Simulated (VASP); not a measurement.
# SrO (I4/mmm) in VASP: notebook

Runs on SrO. Level: PBEsol. Tasks: single point.

Everything below comes from runs of VASP 6.6.1. Logs are shortened: lines on timing, memory, paths and dates and some standing lists are left out, and cuts for length are marked.

## Step 1: The cell of the first run

It takes space group I4/mmm (No. 139, tetragonal). The conventional cell has a = 3.521 Å, b = 3.521 Å, c = 5.477 Å, α = 90.00°, β = 90.00°, γ = 90.00°. Sr (site symmetry 4/mmm) has 6 O at 2.49 to 2.74 Å within 3.3 Å. Within 3.3 Å of O (site symmetry 4/mmm) lie 6 Sr at 2.49 to 2.74 Å.

## Step 2: Single point, PBEsol

File INCAR:

```
  PREC = Accurate
  ENCUT = 520
  EDIFF = 1E-7
  ISMEAR = 0
  SIGMA = 0.05
  LREAL = False
  LASPH = True
  NELM = 100
  ALGO = Normal
  ISIF = 2
  LWAVE = False
  LCHARG = True
  GGA = PS
  LELF = True
  LVHAR = True
  NBANDS = 15
```

File KPOINTS:

```
regular mesh
0
Gamma
  8 8 8
```

File POSCAR:

```
SrO
1.0
    0.0000000000      2.4894405709      2.7383846280
    2.4894405709      0.0000000000      2.7383846280
    2.4894405709      2.4894405709      0.0000000000
Sr O
1 1
Direct
    0.0000000000      0.0000000000      0.0000000000
    0.5000000000      0.5000000000      0.5000000000
```

Potentials or basis: VASP PAW PBE potentials, release 64 (Sr_sv, O).

The run is started by

```console
cat potpaw_PBE.64/Sr_sv/POTCAR potpaw_PBE.64/O/POTCAR > POTCAR
mpirun -np 1 vasp_std > vasp.out
```

OUTCAR:

```text
PREC = Accurate
   ENCUT = 520
   EDIFF = 1E-7
   ISMEAR = 0
   LREAL = False
   LASPH = True
   NELM = 100
   ISIF = 2
   GGA = PS

 ion  position               nearest neighbor table
   1  0.000  0.000  0.000-   2 2.49   2 2.49   2 2.49   2 2.49   2 2.74   2 2.74
   2  0.500  0.500  0.500-   1 2.49   1 2.49   1 2.49   1 2.49   1 2.74   1 2.74

  LATTYP: Found a body centered tetragonal cell.
 ALAT       =     3.5206006181
 C/A-ratio  =     1.5556349186

  Lattice vectors:

 A1 = (  -2.4894405709,   0.0000000000,   2.7383846280)
 A2 = (   2.4894405709,   0.0000000000,   2.7383846280)
 A3 = (   0.0000000000,   2.4894405709,  -2.7383846280)

Analysis of symmetry for initial positions (statically):
=====================================================================
 Subroutine PRICEL returns:
 Original cell was already a primitive cell.

 Routine SETGRP: Setting up the symmetry group for a
 body centered tetragonal supercell.

 Subroutine GETGRP returns: Found 16 space group operations
 (whereof 16 operations were pure point group operations)
 out of a pool of 16 trial point group operations.

The static configuration has the point symmetry D_4h.

Analysis of symmetry for dynamics (positions and initial velocities):
=====================================================================
 Subroutine PRICEL returns:
 Original cell was already a primitive cell.

 Routine SETGRP: Setting up the symmetry group for a
 body centered tetragonal supercell.

 Subroutine GETGRP returns: Found 16 space group operations
 (whereof 16 operations were pure point group operations)
 out of a pool of 16 trial point group operations.

The dynamic configuration has the point symmetry D_4h.

 Subroutine INISYM returns: Found 16 space group operations
 (whereof 16 operations are pure point group operations),
 and found     1 'primitive' translations

----------------------------------------------------------------------------------------

                                     Primitive cell

  volume of cell :      33.9413

  direct lattice vectors                    reciprocal lattice vectors
     0.000000000  2.489440571  2.738384628    -0.200848338  0.200848338  0.182589398
     2.489440571  0.000000000  2.738384628     0.200848338 -0.200848338  0.182589398
     2.489440571  2.489440571  0.000000000     0.200848338  0.200848338 -0.182589398

  length of vectors
     3.700819467  3.700819467  3.520600618     0.337666992  0.337666992  0.337666992

  position of ions in fractional coordinates (direct lattice)
[... 85 lines left out ...]
   ISIF   =      2    stress and relaxation
   ISYM   =      2    0-nonsym 1-usesym 2-fastsym
   POTIM  = 0.5000    time-step for ionic-motion
   TEBEG  =    0.0;   TEEND  =   0.0 temperature during run
   PSTRESS=    0.0 pullay stress
   NELECT =      16.0000    total number of electrons
   NUPDOWN=      -1.0000    fix difference up-down
   EMIN   =  10.00;   EMAX   =-10.00  energy-range for DOS
   EFERMI =   0.00;   METHOD = LEGACY
   ISMEAR =     0;   SIGMA  =   0.05  broadening in eV -4-tet -1-fermi 0-gaus
   EFERMI_NEDOS =   21; number of points for ismear=-14 and -15
   IALGO  =     38    algorithm
   IMIX   =      4    mixing-type and parameters
     AMIX     =   0.40;   BMIX     =  1.00
     AMIX_MAG =   1.60;   BMIX_MAG =  1.00
  volume/ion in A,a.u.               =      16.97       114.52
  Fermi-wavevector in a.u.,A,eV,Ry     =   1.274106  2.407711 22.086959  1.623346
  Thomas-Fermi vector in A             =   2.406892
   LORBIT       =      0    0 simple, 1 ext, 2 COOP (PROOUT), +10 PAW based schemes
   GGA     = PS    functional components
   LHFCALC =     F    Hartree Fock is set to
   AEXX    =    0.0000 exact exchange contribution
   IVDW    =     0    specifies the selected vdW correction
   LEPSILON=     F    determine dielectric tensor
   LRPA    =     F    only Hartree local field effects (RPA)
 non-spin polarized calculation
 Gauss-broadening in eV      SIGMA  =   0.05
  energy-cutoff  :      520.00
  volume of cell :       33.94
 maximum number of plane-waves:       936
   NGX = 13   NGY = 13   NGZ = 13

 number of electron      15.9999996 magnetization

 Free energy of the ion-electron system (eV)
  ---------------------------------------------------
  ext. energy  EPLUGINS =         0.00000000
  ---------------------------------------------------
  free energy    TOTEN  =       -12.56076819 eV

  energy without entropy =      -12.56076819  energy(sigma->0) =      -12.56076819

 E-fermi :   1.9458     XC(G=0): -10.2672

 val. band max:        1.6104890948   @ k =   0.0000   0.0000   0.0000
 cond. band min:       4.5953391288   @ k =   0.5000   0.0000   0.5000
 fundamental gap:      2.9848500339
 Fermi energy:         1.9457949953

 k-point     1 :       0.0000    0.0000    0.0000
  band No.  band energies     occupation
      1     -30.6992      2.00000
      2     -13.5210      2.00000
      3     -12.4185      2.00000
      4     -12.3313      2.00000
      5     -12.3313      2.00000
      6       1.3084      2.00000
      7       1.6105      2.00000
      8       1.6105      2.00000
      9       5.1105      0.00000
     10       7.2073      0.00000
     11       7.9772      0.00000
     12       7.9772      0.00000
     13       9.5700      0.00000
     14      10.5151      0.00000
[... 401 lines left out ...]
      2     -14.8043      2.00000
      3     -12.5804      2.00000
      4     -12.4374      2.00000
      5     -11.3151      2.00000
      6      -0.2218      2.00000
      7       0.5484      2.00000
      8       0.7855      2.00000
      9       7.0368      0.00000
     10       8.0727      0.00000
     11      10.0043      0.00000
     12      10.2886      0.00000
     13      11.9621      0.00000
     14      13.1230      0.00000
     15      17.1200      0.00000

 [... further k-points ...]
[... 5 lines left out ...]
  --------------------------------------------------------------------------------------
  -------------------------------------------------------------------------------------
  Total        1.1301030      1.1301030     -1.2699197      0.0000000     -0.0000000      0.0000000
  in kB       53.3458515     53.3458515    -59.9458165      0.0000000     -0.0000000      0.0000000
  external PRESSURE =      15.5819622 kB  Pullay stress =       0.0000000 kB

 VOLUME and BASIS-vectors are now :
 -----------------------------------------------------------------------------
  energy-cutoff  :      520.00
  volume of cell :       33.94
      direct lattice vectors                 reciprocal lattice vectors
     0.000000000  2.489440571  2.738384628    -0.200848338  0.200848338  0.182589398
     2.489440571  0.000000000  2.738384628     0.200848338 -0.200848338  0.182589398
     2.489440571  2.489440571  0.000000000     0.200848338  0.200848338 -0.182589398

 POSITION                                       TOTAL-FORCE (eV/Angst)
 -----------------------------------------------------------------------------------
      0.00000      0.00000      0.00000        -0.000000      0.000000      0.000000
      2.48944      2.48944      2.73838         0.000000     -0.000000      0.000000
 -----------------------------------------------------------------------------------
    total drift:                                0.000000      0.000000      0.000000

  FREE ENERGIE OF THE ION-ELECTRON SYSTEM (eV)
  ---------------------------------------------------
  free  energy   TOTEN  =       -12.5607681940 eV

  energy  without entropy=      -12.5607681940  energy(sigma->0) =      -12.56076819
```

stdout:

```text
POSCAR found type information on POSCAR SrO
 POSCAR found :  2 types and       2 ions
 scaLAPACK will be used
 -----------------------------------------------------------------------------
|                                                                             |
|                                                                             |
|     You enforced a specific xc type in the INCAR file but a different       |
|     I HOPE YOU KNOW WHAT YOU ARE DOING!                                     |
|                                                                             |
 -----------------------------------------------------------------------------

 LDA part: xc-table for (Slater+PW92), standard interpolation
 POSCAR, INCAR and KPOINTS ok, starting setup
 FFT: planning ... GRIDC
 FFT: planning ... GRID_SOFT
 FFT: planning ... GRID
 WAVECAR not read
 entering main loop
```

It took 12 s on 1 thread of Intel Xeon 6975P-C (Granite Rapids), shared host; peak memory 0.18 GiB.

Results:

```
Free energy            : -12.5608 eV
Pressure               : 1.6 GPa
Band gap on the k mesh : 2.98 eV, indirect (least direct gap 3.02 eV)
```

Caveat: the PAW data sets were made with another functional, which shifts forces and pressure a little. A k mesh can miss the band edges.

## Step 3: Single point, PBEsol

This run uses another cell than the first one, of the same volume but with other edges.

Edit INCAR of step 2 so:

```diff
@@ -2,3 +2,3 @@
   ENCUT = 520
-  EDIFF = 1E-7
+  EDIFF = 1E-6
   ISMEAR = 0
@@ -7,3 +7,3 @@
   LASPH = True
-  NELM = 100
+  NELM = 60
   ALGO = Normal
```

KPOINTS is that of step 2.

File POSCAR:

```
SrO
1.0
    0.0000000000      2.9666173972      1.9283013082
    2.9666173972      0.0000000000      1.9283013082
    2.9666173972      2.9666173972      0.0000000000
Sr O
1 1
Direct
    0.0000000000      0.0000000000      0.0000000000
    0.5000000000      0.5000000000      0.5000000000
```

Potentials or basis: VASP PAW PBE potentials, release 64 (Sr_sv, O).

The run is started by

```console
cat potpaw_PBE.64/Sr_sv/POTCAR potpaw_PBE.64/O/POTCAR > POTCAR
mpirun -np 1 vasp_std > vasp.out
```

OUTCAR:

```text
PREC = Accurate
   ENCUT = 520
   EDIFF = 1E-6
   ISMEAR = 0
   LREAL = False
   LASPH = True
   NELM = 60
   ISIF = 2
   GGA = PS

 ion  position               nearest neighbor table
   1  0.000  0.000  0.000-   2 1.93   2 1.93   2 2.97   2 2.97   2 2.97   2 2.97
   2  0.500  0.500  0.500-   1 1.93   1 1.93   1 2.97   1 2.97   1 2.97   1 2.97

  LATTYP: Found a body centered tetragonal cell.
 ALAT       =     4.1954305575
 C/A-ratio  =     0.9192388156

  Lattice vectors:

 A1 = (   0.0000000000,  -2.9666173972,  -1.9283013082)
 A2 = (   0.0000000000,   2.9666173972,  -1.9283013082)
 A3 = (   2.9666173972,   0.0000000000,   1.9283013082)

Analysis of symmetry for initial positions (statically):
=====================================================================
 Subroutine PRICEL returns:
 Original cell was already a primitive cell.

 Routine SETGRP: Setting up the symmetry group for a
 body centered tetragonal supercell.

 Subroutine GETGRP returns: Found 16 space group operations
 (whereof 16 operations were pure point group operations)
 out of a pool of 16 trial point group operations.

The static configuration has the point symmetry D_4h.

[... 168 lines left out ...]
 k-point     1 :       0.0000    0.0000    0.0000
  band No.  band energies     occupation
      1     -30.2222      2.00000
      2     -14.1137      2.00000
      3     -13.1731      2.00000
      4     -11.8317      2.00000
      5     -11.8317      2.00000
      6       0.6361      2.00000
      7       0.6361      2.00000
      8       3.0963      2.00000
      9       4.7557      1.64777
     10       7.3401      0.00000
     11       8.0089      0.00000
     12       8.0089      0.00000
     13      10.6571      0.00000
     14      15.7954      0.00000
[... 401 lines left out ...]
      2     -16.4360      2.00000
      3     -12.2853      2.00000
      4     -11.9928      2.00000
      5     -10.0137      2.00000
      6      -0.6013      2.00000
      7      -0.2230      2.00000
      8       2.1177      2.00000
      9       6.2882      0.00000
     10       8.6961      0.00000
     11       9.3262      0.00000
     12      10.6226      0.00000
     13      11.1179      0.00000
     14      14.5315      0.00000
     15      17.5120      0.00000

 [... further k-points ...]
[... 5 lines left out ...]
  --------------------------------------------------------------------------------------
  -------------------------------------------------------------------------------------
  Total       -0.3663127     -0.3663127     32.7550449      0.0000000      0.0000000      0.0000000
  in kB      -17.2915751    -17.2915751   1546.1827079      0.0000000      0.0000000      0.0000000
  external PRESSURE =     503.8665193 kB  Pullay stress =       0.0000000 kB

 VOLUME and BASIS-vectors are now :
 -----------------------------------------------------------------------------
  energy-cutoff  :      520.00
  volume of cell :       33.94
      direct lattice vectors                 reciprocal lattice vectors
     0.000000000  2.966617397  1.928301308    -0.168542125  0.168542125  0.259295577
     2.966617397  0.000000000  1.928301308     0.168542125 -0.168542125  0.259295577
     2.966617397  2.966617397  0.000000000     0.168542125  0.168542125 -0.259295577

 POSITION                                       TOTAL-FORCE (eV/Angst)
 -----------------------------------------------------------------------------------
      0.00000      0.00000      0.00000         0.000000     -0.000000     -0.000000
      2.96662      2.96662      1.92830        -0.000000      0.000000      0.000000
 -----------------------------------------------------------------------------------
    total drift:                                0.000000      0.000000      0.000000

  FREE ENERGIE OF THE ION-ELECTRON SYSTEM (eV)
  ---------------------------------------------------
  free  energy   TOTEN  =        -8.8706615494 eV

  energy  without entropy=       -8.8676451805  energy(sigma->0) =       -8.86915336
```

OSZICAR:

```text
N       E                     dE             d eps       ncg     rms          rms(c)
DAV:   1     0.740748660724E+02    0.74075E+02   -0.85202E+03  1770   0.105E+03
DAV:   2    -0.939422076833E+01   -0.83469E+02   -0.74682E+02  2397   0.225E+02
DAV:   3    -0.124440914418E+02   -0.30499E+01   -0.30335E+01  2235   0.394E+01
DAV:   4    -0.125333449274E+02   -0.89253E-01   -0.89246E-01  2382   0.640E+00
DAV:   5    -0.125353433718E+02   -0.19984E-02   -0.19984E-02  2365   0.734E-01    0.633E+01
DAV:   6    -0.911471072370E+01    0.34206E+01   -0.10869E+01  2085   0.272E+01    0.474E+01
DAV:   7    -0.896694677781E+01    0.14776E+00   -0.11135E+00  1952   0.933E+00    0.213E+01
DAV:   8    -0.890300573593E+01    0.63941E-01   -0.33735E-01  2316   0.509E+00    0.573E+00
DAV:   9    -0.887580703746E+01    0.27199E-01   -0.26190E-02  2015   0.137E+00    0.424E+00
DAV:  10    -0.887180901739E+01    0.39980E-02   -0.24987E-03  2213   0.385E-01    0.225E+00
DAV:  11    -0.887071485597E+01    0.10942E-02   -0.36526E-03  2106   0.488E-01    0.994E-01
DAV:  12    -0.887076441296E+01   -0.49557E-04   -0.26614E-04  2080   0.125E-01    0.450E-01
DAV:  13    -0.887065939745E+01    0.10502E-03   -0.21089E-04  2176   0.110E-01    0.186E-02
DAV:  14    -0.887066398847E+01   -0.45910E-05   -0.95442E-06  2015   0.234E-02    0.111E-01
DAV:  15    -0.887066151579E+01    0.24727E-05   -0.61987E-06  2085   0.181E-02    0.192E-02
DAV:  16    -0.887066154937E+01   -0.33580E-07   -0.20494E-07   941   0.367E-03
   1 F= -.88706615E+01 E0= -.88691534E+01  d E =-.301637E-02
```

stdout:

```text
POSCAR found type information on POSCAR SrO
 POSCAR found :  2 types and       2 ions
 scaLAPACK will be used
 -----------------------------------------------------------------------------
|                                                                             |
|                                                                             |
|     You enforced a specific xc type in the INCAR file but a different       |
|     I HOPE YOU KNOW WHAT YOU ARE DOING!                                     |
|                                                                             |
 -----------------------------------------------------------------------------

 LDA part: xc-table for (Slater+PW92), standard interpolation
 POSCAR, INCAR and KPOINTS ok, starting setup
 FFT: planning ... GRIDC
 FFT: planning ... GRID_SOFT
 FFT: planning ... GRID
 WAVECAR not read
 entering main loop
```

It took 16 s on 1 thread of Intel Xeon 6975P-C (Granite Rapids), shared host; peak memory 0.18 GiB.

What came out:

| Quantity | Value |
| --- | --- |
| Free energy | -8.8707 eV |
| Pressure | 50.4 GPa |
| Band gap on the k mesh | zero (band 8 reaches 4.85 eV, above the bottom of band 9 at 3.72 eV) |

Levels at points of the mesh, in eV from the Fermi level:
| k point | band 5 | band 6 | band 7 | band 8 | band 9 | band 10 | band 11 | band 12 |
| --- | --- | --- | --- | --- | --- | --- | --- | --- |
| (0.00, 0.00, 0.00) | -16.62 | -4.15 | -4.15 | -1.69 | -0.03 | 2.55 | 3.22 | 3.22 |
| (0.50, 0.00, 0.00) | -12.16 | -6.03 | -5.62 | -5.55 | 2.77 | 4.12 | 5.38 | 6.26 |
| (0.50, 0.50, 0.00) | -17.47 | -4.08 | -4.08 | -1.03 | 0.09 | 6.88 | 7.32 | 7.32 |
| (0.50, 0.00, 0.50) | -16.58 | -4.37 | -4.25 | 0.03 | 1.67 | 2.21 | 4.64 | 5.85 |

Caveat: the PAW data sets were made with another functional, which shifts forces and pressure a little.

## Step 4: Single point, PBEsol

This run uses another cell than the first one, of the same volume but with other edges.

File INCAR:

```
SYSTEM = SrO
PREC = Accurate ; ENCUT = 520
EDIFF = 1E-7 ; ISMEAR = 0
SIGMA = 0.05 ; LREAL = .False.
LASPH = .True. ; NELM = 100
ALGO = Normal ; ISIF = 2
LWAVE = .False. ; LCHARG = .False.
GGA = PS ; NBANDS = 15
```

File KPOINTS:

```
regular mesh
0
Gamma
  8 8 8
  0 0 0
```

File POSCAR:

```
SrO
1.0
    0.0000000000      2.6050071147      2.5008068301
    2.6050071147      0.0000000000      2.5008068301
    2.6050071147      2.6050071147      0.0000000000
Sr O
1 1
Direct
    0.0000000000      0.0000000000      0.0000000000
    0.5000000000      0.5000000000      0.5000000000
```

The run is started by

```console
cat potpaw_PBE.64/Sr_sv/POTCAR potpaw_PBE.64/O/POTCAR > POTCAR
mpirun -np 1 vasp_std > vasp.out
```

It took 14 s on 1 thread of Intel Xeon 6975P-C (Granite Rapids), shared host; peak memory 0.17 GiB.

The run converged. Its results:

```yaml
Free_energy: -12.6230 eV
Pressure: 0.1 GPa
Band_gap_on_the_k_mesh: 2.95 eV, indirect (least direct gap 3.17 eV)
```

Stress tensor (GPa, compression positive):
```
-1.93  0.00  0.00
 0.00 -1.93  0.00
 0.00  0.00  4.04
```

Levels at points of the mesh, in eV from the valence-band top:
| k point | band 6 | band 7 | band 8 | band 9 | band 10 | band 11 |
| --- | --- | --- | --- | --- | --- | --- |
| (0.00, 0.00, 0.00) | -0.16 | -0.16 | 0.00 | 3.68 | 5.96 | 5.96 |
| (0.50, 0.00, 0.00) | -2.34 | -1.28 | -1.27 | 6.38 | 8.17 | 8.71 |
| (0.50, 0.50, 0.00) | -0.36 | -0.26 | -0.26 | 2.95 | 7.69 | 10.08 |
| (0.50, 0.00, 0.50) | -0.63 | -0.26 | -0.06 | 3.10 | 7.63 | 10.05 |

Caveat: the PAW data sets were made with another functional, which shifts forces and pressure a little. A k mesh can miss the band edges.

## Step 5: Overview

```tsv
cell	gap on the mesh (eV)	pressure (GPa)
a = 3.701, b = 3.701, c = 3.521 Å, angles 61.6, 61.6, 56.8°, 2 atoms	2.98	1.6
a = 3.538, b = 3.538, c = 4.195 Å, angles 53.6, 53.6, 72.7°, 2 atoms	none	50.4
a = 3.611, b = 3.611, c = 3.684 Å, angles 59.3, 59.3, 61.3°, 2 atoms	2.95	0.1
```

Alike in all rows: task single point; level PBEsol; potentials or basis VASP PAW PBE potentials, release 64 (Sr_sv, O); no spin polarisation; k mesh 8 × 8 × 8; cutoff (eV) 520; smearing gaussian 0.05 eV.

Caveats: the PAW data sets were made with another functional, which shifts forces and pressure a little.

Absolute energies hang on the potentials; compare differences alone.
